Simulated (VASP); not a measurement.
## MnO2: single point with LDA

Crystal: MnO2.

```xyz
6
Lattice="4.3457 0.0000 0.0000 0.0000 4.3457 0.0000 0.0000 0.0000 2.7762" Properties=species:S:1:pos:R:3 pbc="T T T"
Mn    2.1728    2.1728    1.3881
Mn    0.0000    0.0000    0.0000
O     3.4902    0.8554    1.3881
O     3.0283    3.0283    0.0000
O     0.8554    3.4902    1.3881
O     1.3174    1.3174    0.0000
```

- Program: VASP 6.6.1
- Task: single point
- Functional: LDA
- Potentials or basis: VASP PAW LDA potentials, release 64 (Mn_pv, O)
- Cutoff: 520 eV
- k mesh: 6 × 6 × 9
- Occupations: fermi-dirac, width 0.05 eV
- Spin: collinear spin, ferromagnetic start
- Starting moments: [4.0, 4.0, 0.0, 0.0, 0.0, 0.0] μB
- Dipole correction: no
- Further INCAR settings: ALGO = Normal; EDIFF = 1e-06; NBANDS = 38

| Property | Result |
| --- | --- |
| Pressure | -1.8 GPa |
| Largest force | 0.175 eV/Å |
| Net moment | 3.95 μB per cell |
| Site moments | Mn +1.77; O +0.07 μB |
| Valence electrons inside the program's atomic spheres | Mn 11.97; O 5.01 |

Forces on the atoms (eV/Å):
```
Mn   0.000  0.000  0.000
Mn   0.000  0.000  0.000
O   -0.124  0.124  0.000
O    0.124  0.124  0.000
O    0.124 -0.124  0.000
O   -0.124 -0.124  0.000
```

Stress tensor (GPa, compression positive):
```
-1.98  0.00  0.00
 0.00 -1.98  0.00
 0.00  0.00 -1.35
```

Levels at points of the mesh, in eV from the Fermi level:
Spin up:
| k point | band 24 | band 25 | band 26 | band 27 | band 28 | band 29 | band 30 | band 31 |
| --- | --- | --- | --- | --- | --- | --- | --- | --- |
| (0.00, 0.00, 0.00) | -1.91 | -1.68 | -1.68 | -0.86 | 0.33 | 0.58 | 3.07 | 3.07 |
| (0.50, 0.00, 0.00) | -1.42 | -1.00 | -1.00 | -0.18 | -0.18 | 2.55 | 2.55 | 2.76 |
| (0.50, 0.50, 0.00) | -2.27 | -1.89 | -1.89 | 0.41 | 0.41 | 2.00 | 2.00 | 3.04 |
Spin down:
| k point | band 21 | band 22 | band 23 | band 24 | band 25 | band 26 |
| --- | --- | --- | --- | --- | --- | --- |
| (0.00, 0.00, 0.00) | -1.50 | -1.11 | -0.63 | -0.30 | -0.15 | -0.15 |
| (0.50, 0.00, 0.00) | -1.88 | -1.88 | 0.13 | 0.13 | 0.52 | 0.52 |
| (0.50, 0.50, 0.00) | -2.51 | -2.51 | -0.58 | -0.58 | -0.13 | -0.13 |

Run time: 82 s on 1 thread of Intel(R) Xeon(R) 6975P-C (Granite Rapids), on a shared host, peak memory 0.24 GiB.

Caveat: semilocal functionals often make such compounds metallic where correlation or magnetic order opens a gap, which also shifts bond lengths; only a ferromagnetic start was run, and an antiferromagnetic order may lie lower in energy. With open d or f shells a metallic result of LDA can be an artefact of self-interaction; +U or a hybrid may open a gap.
